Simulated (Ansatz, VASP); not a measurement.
This is a calculation of Pt for Ansatz 0.2.0.

input

```
crystal:
  lattice:
    - [2.7969943295, 0.0, 0.0]
    - [-1.3984971647, 2.4222681435, 0.0]
    - [0.0, 0.0, 4.8551956265]
  atoms:
    - { symbol: Pt, position: [0.3333333333, 0.6666666667, 0.25] }
    - { symbol: Pt, position: [0.6666666667, 0.3333333333, 0.75] }
hamiltonian:
  xc: hse06
  pseudopotentials: { kind: paw }
kpoints:
  mp_grid: { grid: [6, 6, 4] }
scf:
  occupations: { method: fermi_dirac, width: 0.05 }
output:
  forces: true
  stress: true
  eigenvalues: true
```

Task: Set up the same calculation for VASP 6.6.1. Potentials there: VASP PAW PBE potentials, release 64 (Pt).

Result: As run (the cutoff follows the program's own potentials):

POSCAR

```
Pt
1.0
    2.7969943295      0.0000000000      0.0000000000
   -1.3984971647      2.4222681435      0.0000000000
    0.0000000000      0.0000000000      4.8551956265
Pt
2
Direct
    0.3333333333      0.6666666667      0.2500000000
    0.6666666667      0.3333333333      0.7500000000
```

The input INCAR.step1:

```
PREC     = Accurate       # precision mode
ENCUT    = 520            # plane-wave cutoff, eV
EDIFF    = 1E-5           # SCF threshold, eV
ISMEAR   = -1             # smearing method
SIGMA    = 0.05           # smearing width, eV
LREAL    = False          # projectors in reciprocal space
LASPH    = True           # aspherical terms in the spheres
NELM     = 80             # most SCF steps
ALGO     = Normal         # electronic algorithm
ISIF     = 2              # what is computed and relaxed
LWAVE    = True           # write WAVECAR
NBANDS   = 17             # bands
GGA      = PE             # functional
```

File INCAR.step2:

```
PREC     = Accurate       # precision mode
ENCUT    = 520            # plane-wave cutoff, eV
EDIFF    = 1E-6           # SCF threshold, eV
ISMEAR   = -1             # smearing method
SIGMA    = 0.05           # smearing width, eV
LREAL    = False          # projectors in reciprocal space
LASPH    = True           # aspherical terms in the spheres
NELM     = 80             # most SCF steps
ALGO     = Normal         # electronic algorithm
ISIF     = 2              # what is computed and relaxed
LWAVE    = False          # write WAVECAR
LCHARG   = True           # write CHGCAR
GGA      = PE             # functional
LHFCALC  = True           # exact exchange
HFSCREEN = 0.2079         # screening, 1/A
PRECFOCK = Normal       
LELF     = True           # ELF
LVHAR    = True         
NBANDS   = 17             # bands
ISTART   = 1
```

File KPOINTS:

```
Automatic mesh
0
Gamma
  6 6 4
```

Potentials or basis: VASP PAW PBE potentials, release 64 (Pt).

Command:

```console
$ cat potpaw_PBE.64/Pt/POTCAR > POTCAR
$ cp INCAR.step1 INCAR
$ mpirun -np 1 vasp_std > vasp.out
$ cp INCAR.step2 INCAR
$ mpirun -np 1 vasp_std > vasp.out
```

Both were run:

|  | VASP | Ansatz | Ansatz less VASP |
| --- | --- | --- | --- |
| gap on the k mesh at the Fermi level (eV) | none | none | - |
| pressure (GPa) | -17.1 | -17.4 | -0.28 |
| traceless stress, the component that is largest in VASP (GPa) | 0.91 | 0.96 | +0.059 |

A gap of «none» marks a metal or a gap that the smearing closes. VASP's potentials hold 20 valence electrons a cell and Ansatz's 36, so a difference there can come from the potentials and not from the codes.

The k mesh is coarse, so the values compare programs but aren't converged. Spin-orbit coupling is off throughout.
